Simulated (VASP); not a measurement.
# Al30Ga (a cell with a defect) in VASP: single point with PBE

Aim: the single point of Al30Ga (a cell with a defect) with PBE.

Everything below comes from runs of VASP 6.6.1. Logs are shortened: lines on timing, memory, paths and dates and some standing lists are left out, and cuts for length are marked.

### Step 1. The cell of the first run

The cell holds a defect, 31 atoms: a = 8.100 Å, b = 8.100 Å, c = 8.100 Å, α = 90.00°, β = 90.00°, γ = 90.00°.

### Step 2. Single point, PBE

INCAR

```
PREC = Accurate
ENCUT = 520
EDIFF = 1E-6
ISMEAR = 0
SIGMA = 0.1
LREAL = Auto
LASPH = T
NELM = 100
ALGO = Normal
ISIF = 2
LWAVE = F
LCHARG = F
GGA = PE
NBANDS = 72
```

KPOINTS

```
Automatic mesh
0
Gamma
  2 2 2
```

POSCAR

```
Al30Ga
1.0
    8.1000000000      0.0000000000      0.0000000000
    0.0000000000      8.1000000000      0.0000000000
    0.0000000000      0.0000000000      8.1000000000
Al Ga
30 1
Direct
    0.4963538272     -0.0001577778      0.0014740741
    0.7506417284      0.2540001235     -0.0014139506
    0.7475702469     -0.0001532099      0.2529462963
    0.0011225926     -0.0001769136      0.0013085185
    0.2458996296      0.2525201235      0.0008082716
    0.5020156790      0.4998213580     -0.0066892593
    0.7506632099      0.7456722222     -0.0014335802
    0.5067269136      0.2696969136      0.2425053086
    0.7559274074      0.4998277778      0.2472534568
    0.7484014815      0.2525314815      0.5033214815
    0.7478751852     -0.0001685185      0.7480514815
   -0.0008459259      0.4998374074     -0.0006633333
    0.2458914815      0.7471349383      0.0008323457
    0.0006359259      0.2525222222      0.2460700000
    0.2485324691      0.4998340741      0.2487037037
    0.5067280247      0.7299617284      0.2425108642
    0.0013166667     -0.0001588889      0.4965071605
    0.2423260494      0.2696964198      0.5069006173
    0.5005391358      0.4998397531      0.5007039506
    0.7483725926      0.7471327160      0.5033251852
    0.2527779012     -0.0001618519      0.7477444444
    0.5031597531      0.2525318519      0.7485724691
    0.7499262963      0.4998379012      0.7500939506
    0.0006502469      0.7471400000      0.2460643210
   -0.0068702469      0.4998270370      0.5021877778
    0.2423522222      0.7299555556      0.5068893827
   -0.0015966667      0.2539950617      0.7508139506
    0.2470764198      0.4998259259      0.7561072840
    0.5031667901      0.7471325926      0.7485501235
   -0.0016048148      0.7456685185      0.7508229630
    0.3746579012     -0.0001695062      0.3748234568
```

Potentials or basis: VASP PAW PBE potentials, release 64 (Al, Ga_d).

Started as:

```console
$ cat potpaw_PBE.64/Al/POTCAR potpaw_PBE.64/Ga_d/POTCAR > POTCAR
$ mpirun -np 1 vasp_std > vasp.out
```

OUTCAR:

```text
PREC = Accurate
   ENCUT = 520
   EDIFF = 1E-6
   ISMEAR = 0
   LREAL = Auto
   LASPH = T
   NELM = 100
   ISIF = 2
   GGA = PE

 ion  position               nearest neighbor table
   1  0.496  1.000  0.001-  21 2.85   3 2.88   5 2.88  13 2.88  11 2.89  22 2.90  29 2.90   2 2.91
                             7 2.91   8 2.93  16 2.93
   2  0.751  0.254  0.999-   8 2.80  23 2.83  12 2.83   6 2.83   9 2.83  27 2.84  14 2.85  22 2.85
                             4 2.89  11 2.89   1 2.91   3 2.91
   3  0.748  1.000  0.253-  17 2.85   1 2.88  10 2.88  20 2.88   4 2.89  14 2.90  24 2.90   2 2.91
                             7 2.91   8 2.93  16 2.93
   4  0.001  1.000  0.001-  24 2.85  13 2.85  14 2.85   5 2.85   7 2.89  30 2.89   2 2.89  27 2.89
                             3 2.89  21 2.89  11 2.90
   5  0.246  0.253  0.001-  14 2.81  28 2.82  12 2.83  15 2.84  27 2.85   4 2.85   1 2.88   8 2.88
                             6 2.88  21 2.90  22 2.92
   6  0.502  0.500  0.993-   8 2.75  16 2.75  23 2.81  22 2.82  29 2.82  28 2.82   2 2.83   7 2.83
                             5 2.88  13 2.88   9 2.91  15 2.91
   7  0.751  0.746  0.999-  16 2.80  23 2.83  12 2.83   6 2.83   9 2.83  30 2.84  24 2.85  29 2.85
                             4 2.89  11 2.89   1 2.91   3 2.91
   8  0.507  0.270  0.243-  31 2.66   6 2.75   9 2.75   2 2.80  15 2.80  19 2.80  10 2.88   5 2.88
                             3 2.93   1 2.93  18 3.03
   9  0.756  0.500  0.247-   8 2.75  16 2.75  12 2.81  14 2.82  24 2.82  25 2.82   2 2.83   7 2.83
                            10 2.88  20 2.88   6 2.91  19 2.91
  10  0.748  0.253  0.503-  22 2.81  25 2.82  23 2.83  19 2.84  11 2.85  27 2.85   3 2.88   8 2.88
                             9 2.88  17 2.90  14 2.92
  11  0.748  1.000  0.748-  29 2.85  22 2.85  20 2.85  10 2.85   7 2.89  30 2.89  27 2.89   2 2.89
                             1 2.89  17 2.89   4 2.90
[... 20 lines left out ...]
  22  0.503  0.253  0.749-  10 2.81   6 2.82  23 2.83  19 2.84  11 2.85   2 2.85  21 2.88  18 2.88
                            28 2.88   1 2.90   5 2.92
  23  0.750  0.500  0.750-  25 2.81   6 2.81  29 2.83  20 2.83  22 2.83  10 2.83  30 2.83   7 2.83
                            27 2.83   2 2.83  12 2.86  19 2.86
  24  0.001  0.747  0.246-  13 2.81   9 2.82  12 2.83  15 2.84   7 2.85   4 2.85  17 2.88  26 2.88
                            25 2.88   3 2.90  20 2.92
  25  0.993  0.500  0.502-  18 2.75  26 2.75  23 2.81  10 2.82  20 2.82   9 2.82  27 2.83  30 2.83
                            14 2.88  24 2.88  28 2.91  15 2.91
  26  0.242  0.730  0.507-  31 2.66  28 2.75  25 2.75  30 2.80  19 2.80  15 2.80  29 2.88  24 2.88
                            21 2.93  17 2.93  16 3.03
  27  0.998  0.254  0.751-  18 2.80  23 2.83  12 2.83  25 2.83  28 2.83   2 2.84   5 2.85  10 2.85
                             4 2.89  11 2.89  17 2.91  21 2.91
  28  0.247  0.500  0.756-  18 2.75  26 2.75  12 2.81   5 2.82  13 2.82   6 2.82  27 2.83  30 2.83
                            22 2.88  29 2.88  25 2.91  19 2.91
  29  0.503  0.747  0.749-  20 2.81   6 2.82  23 2.83  19 2.84  11 2.85   7 2.85  21 2.88  26 2.88
                            28 2.88   1 2.90  13 2.92
  30  0.998  0.746  0.751-  26 2.80  23 2.83  12 2.83  25 2.83  28 2.83   7 2.84  13 2.85  20 2.85
                             4 2.89  11 2.89  17 2.91  21 2.91
  31  0.375  1.000  0.375-   8 2.66  16 2.66  26 2.66  18 2.66

  LATTYP: Found a simple cubic cell.
 ALAT       =     8.1000000000

  Lattice vectors:

 A1 = (   8.1000000000,   0.0000000000,   0.0000000000)
 A2 = (   0.0000000000,   8.1000000000,   0.0000000000)
 A3 = (   0.0000000000,   0.0000000000,   8.1000000000)

Analysis of symmetry for initial positions (statically):
=====================================================================
 Subroutine PRICEL returns:
 Original cell was already a primitive cell.

 Routine SETGRP: Setting up the symmetry group for a
 simple cubic supercell.

 Subroutine GETGRP returns: Found  1 space group operations
 (whereof  1 operations were pure point group operations)
 out of a pool of 48 trial point group operations.

The static configuration has the point symmetry C_1 .

Analysis of symmetry for dynamics (positions and initial velocities):
=====================================================================
 Subroutine PRICEL returns:
 Original cell was already a primitive cell.

 Routine SETGRP: Setting up the symmetry group for a
 simple cubic supercell.

 Subroutine GETGRP returns: Found  1 space group operations
 (whereof  1 operations were pure point group operations)
 out of a pool of 48 trial point group operations.

The dynamic configuration has the point symmetry C_1 .

 Subroutine INISYM returns: Found  1 space group operations
 (whereof  1 operations are pure point group operations),
 and found     1 'primitive' translations

----------------------------------------------------------------------------------------

                                     Primitive cell

  volume of cell :     531.4410

  direct lattice vectors                    reciprocal lattice vectors
     8.100000000  0.000000000  0.000000000     0.123456790  0.000000000  0.000000000
     0.000000000  8.100000000  0.000000000     0.000000000  0.123456790  0.000000000
     0.000000000  0.000000000  8.100000000     0.000000000  0.000000000  0.123456790

  length of vectors
     8.100000000  8.100000000  8.100000000     0.123456790  0.123456790  0.123456790

  position of ions in fractional coordinates (direct lattice)
     0.496353827  0.999842222  0.001474074
     0.750641728  0.254000123  0.998586049
     0.747570247  0.999846790  0.252946296
     0.001122593  0.999823086  0.001308518
     0.245899630  0.252520123  0.000808272
     0.502015679  0.499821358  0.993310741
[... 23 lines left out ...]
     0.998395185  0.745668518  0.750822963
     0.374657901  0.999830494  0.374823457

  ion indices of the primitive-cell ions
   primitive index   ion index
                 1           1
                 2           2
                 3           3
                 4           4
                 5           5
                 6           6
[... 23 lines left out ...]
                30          30
                31          31

----------------------------------------------------------------------------------------

 KPOINTS: Automatic mesh

Automatic generation of k-mesh.
 Grid dimensions read from file:
 generate k-points for:    2    2    2

 Generating k-lattice:

  Cartesian coordinates                     Fractional coordinates (reciprocal lattice)
     0.061728395  0.000000000  0.000000000     0.500000000  0.000000000  0.000000000
     0.000000000  0.061728395  0.000000000     0.000000000  0.500000000  0.000000000
     0.000000000  0.000000000  0.061728395     0.000000000  0.000000000  0.500000000

  Length of vectors
     0.061728395  0.061728395  0.061728395

  Shift w.r.t. Gamma in fractional coordinates (k-lattice)
     0.000000000  0.000000000  0.000000000

 Subroutine IBZKPT returns following result:
 ===========================================

 Found      8 irreducible k-points:

 Following reciprocal coordinates:
            Coordinates               Weight
  0.000000  0.000000  0.000000      1.000000
  0.500000  0.000000  0.000000      1.000000
  0.000000  0.500000  0.000000      1.000000
  0.000000  0.000000  0.500000      1.000000
  0.500000  0.500000  0.000000      1.000000
  0.000000  0.500000  0.500000      1.000000
  0.500000  0.000000  0.500000      1.000000
  0.500000  0.500000  0.500000      1.000000
   k-points           NKPTS =      8   k-points in BZ     NKDIM =      8   number of bands    NBANDS=     72
   number of dos      NEDOS =    301   number of ions     NIONS =     31
   total plane-waves  NPLWV = 216000
   dimension x,y,z NGX =    60 NGY =   60 NGZ =   60
   dimension x,y,z NGXF=   120 NGYF=  120 NGZF=  120
   ions per type =              30   1
   NGX,Y,Z   is equivalent  to a cutoff of  12.31, 12.31, 12.31 a.u.
   NGXF,Y,Z  is equivalent  to a cutoff of  24.63, 24.63, 24.63 a.u.
 SYSTEM =  unknown system
   PREC   = accura    normal or accurate (medium, high low for compatibility)
   ISTART =      0    job   : 0-new  1-cont  2-samecut
   ICHARG =      2    charge: 1-file 2-atom 10-const
   ISPIN  =      1    spin polarized calculation?
   LNONCOLLINEAR =      F non collinear calculations
   LSORBIT =      F    spin-orbit coupling
   LASPH  =      T    aspherical Exc in radial PAW
   ENCUT  =  520.0 eV  38.22 Ry    6.18 a.u.  15.06 15.06 15.06*2*pi/ulx,y,z
   NELM   =    100;   NELMIN=  2; NELMDL= -5     # of ELM steps
   EDIFF  = 0.1E-05   stopping-criterion for ELM
   LREAL  =      T    real-space projection
   EDIFFG = 0.1E-04   stopping-criterion for IOM
   NSW    =      0    number of steps for IOM
   IBRION =     -1    ionic relax: 0-MD 1-quasi-New 2-CG
   NFREE  =      0    steps in history (QN), initial steepest desc. (CG)
   ISIF   =      2    stress and relaxation
   ISYM   =      2    0-nonsym 1-usesym 2-fastsym
   POTIM  = 0.5000    time-step for ionic-motion
   TEBEG  =    0.0;   TEEND  =   0.0 temperature during run
   PSTRESS=    0.0 pullay stress
   NELECT =     103.0000    total number of electrons
   NUPDOWN=      -1.0000    fix difference up-down
   EMIN   =  10.00;   EMAX   =-10.00  energy-range for DOS
   EFERMI =   0.00;   METHOD = LEGACY
   ISMEAR =     0;   SIGMA  =   0.10  broadening in eV -4-tet -1-fermi 0-gaus
   EFERMI_NEDOS =   21; number of points for ismear=-14 and -15
   IALGO  =     38    algorithm
   IMIX   =      4    mixing-type and parameters
     AMIX     =   0.40;   BMIX     =  1.00
     AMIX_MAG =   1.60;   BMIX_MAG =  1.00
  volume/ion in A,a.u.               =      17.14       115.69
  Fermi-wavevector in a.u.,A,eV,Ry     =   0.947405  1.790335 12.212259  0.897576
  Thomas-Fermi vector in A             =   2.075495
   LORBIT       =      0    0 simple, 1 ext, 2 COOP (PROOUT), +10 PAW based schemes
   GGA     = PE    functional components
   LHFCALC =     F    Hartree Fock is set to
   AEXX    =    0.0000 exact exchange contribution
   IVDW    =     0    specifies the selected vdW correction
   LEPSILON=     F    determine dielectric tensor
   LRPA    =     F    only Hartree local field effects (RPA)
 non-spin polarized calculation
 Gauss-broadening in eV      SIGMA  =   0.10
  energy-cutoff  :      520.00
  volume of cell :      531.44
 maximum number of plane-waves:     14400
   NGX = 31   NGY = 31   NGZ = 31

 number of electron     103.0000020 magnetization

 Free energy of the ion-electron system (eV)
  ---------------------------------------------------
  ext. energy  EPLUGINS =         0.00000000
  ---------------------------------------------------
  free energy    TOTEN  =      -113.63238544 eV

  energy without entropy =     -113.53315213  energy(sigma->0) =     -113.58276878

 E-fermi :   7.2636     XC(G=0): -10.0733

 val. band max:        7.2333048479   @ k =   0.0000   0.0000   0.5000
 cond. band min:       7.2661826312   @ k =   0.5000   0.5000   0.5000
 fundamental gap:      0.0328777832
 Fermi energy:         7.2635695417

 k-point     1 :       0.0000    0.0000    0.0000
  band No.  band energies     occupation
      1      -7.5826      2.00000
      2      -7.5645      2.00000
      3      -7.5566      2.00000
      4      -7.5353      2.00000
      5      -7.5183      2.00000
      6      -3.4352      2.00000
[... 517 lines left out ...]
     62      10.8171      0.00000
     63      10.9198      0.00000
 [bands above 63 left out]

------------------------ aborting loop because EDIFF is reached ----------------------------------------

  FORCE on cell =-STRESS in cart. coord.  units (eV):
  Direction    XX          YY          ZZ          XY          YZ          ZX
  --------------------------------------------------------------------------------------
  -------------------------------------------------------------------------------------
  Total        0.0088965     -0.6670161      0.0106556      0.0039906      0.0032015     -1.3453488
  in kB        0.0268210     -2.0109063      0.0321242      0.0120307      0.0096519     -4.0559296
  external PRESSURE =      -0.6506537 kB  Pullay stress =       0.0000000 kB

 VOLUME and BASIS-vectors are now :
 -----------------------------------------------------------------------------
  energy-cutoff  :      520.00
  volume of cell :      531.44
      direct lattice vectors                 reciprocal lattice vectors
     8.100000000  0.000000000  0.000000000     0.123456790  0.000000000  0.000000000
     0.000000000  8.100000000  0.000000000     0.000000000  0.123456790  0.000000000
     0.000000000  0.000000000  8.100000000     0.000000000  0.000000000  0.123456790

 POSITION                                       TOTAL-FORCE (eV/Angst)
 -----------------------------------------------------------------------------------
      4.02047      8.09872      0.01194         0.006941     -0.000755      0.012606
      6.08020      2.05740      8.08855         0.000695      0.009765     -0.000831
      6.05532      8.09876      2.04887        -0.014814      0.000543     -0.007501
      0.00909      8.09857      0.01060         0.001992     -0.000457      0.002606
      1.99179      2.04541      0.00655        -0.002804      0.005846      0.006834
      4.06633      4.04855      8.04582         0.000403      0.000484     -0.001585
[... 23 lines left out ...]
      8.08700      6.03991      6.08167         0.000138     -0.008786     -0.002155
      3.03473      8.09863      3.03607         0.001793      0.000435      0.001275
 -----------------------------------------------------------------------------------
    total drift:                               -0.015924     -0.001740     -0.006792

  FREE ENERGIE OF THE ION-ELECTRON SYSTEM (eV)
  ---------------------------------------------------
  free  energy   TOTEN  =      -113.6323854359 eV

  energy  without entropy=     -113.5331521266  energy(sigma->0) =     -113.58276878
```

It took 8.7 min on 1 thread of Intel Xeon 8259CL, shared host; peak memory 0.57 GiB.

What came out:

| Property | Result |
| --- | --- |
| Free energy | -113.6324 eV |
| Pressure | -0.1 GPa |
| Largest force | 0.017 eV/Å |
| Band gap on the k mesh | zero (an odd number of electrons rules out a gap without spin polarisation) |

Forces on the atoms (eV/Å):
```
Al   0.007 -0.001  0.013
Al   0.001  0.010 -0.001
Al  -0.015  0.001 -0.008
Al   0.002  0.000  0.003
Al  -0.003  0.006  0.007
Al   0.000  0.000 -0.002
Al  -0.002 -0.009  0.000
Al   0.003 -0.002 -0.002
Al   0.002  0.000 -0.001
Al  -0.008  0.005  0.005
Al   0.000  0.000 -0.001
Al  -0.008 -0.002 -0.006
Al  -0.002 -0.005  0.006
Al   0.007  0.006 -0.003
Al  -0.003 -0.002 -0.003
Al   0.004  0.003 -0.004
Al   0.011 -0.001  0.007
Al  -0.002 -0.001  0.004
Al   0.002 -0.002  0.004
Al  -0.005 -0.006  0.005
Al  -0.008  0.000 -0.014
Al   0.005  0.005 -0.008
Al   0.003  0.001  0.001
Al   0.006 -0.005 -0.002
Al  -0.001  0.000  0.000
Al  -0.003  0.003  0.004
Al  -0.001  0.010  0.000
Al  -0.002  0.000  0.001
Al   0.005 -0.006 -0.005
Al   0.000 -0.009 -0.002
Ga   0.002  0.000  0.001
```

Caveat: the k points lie up to 0.39 Å⁻¹ apart, too coarse for converged energies and pressures of a metal.
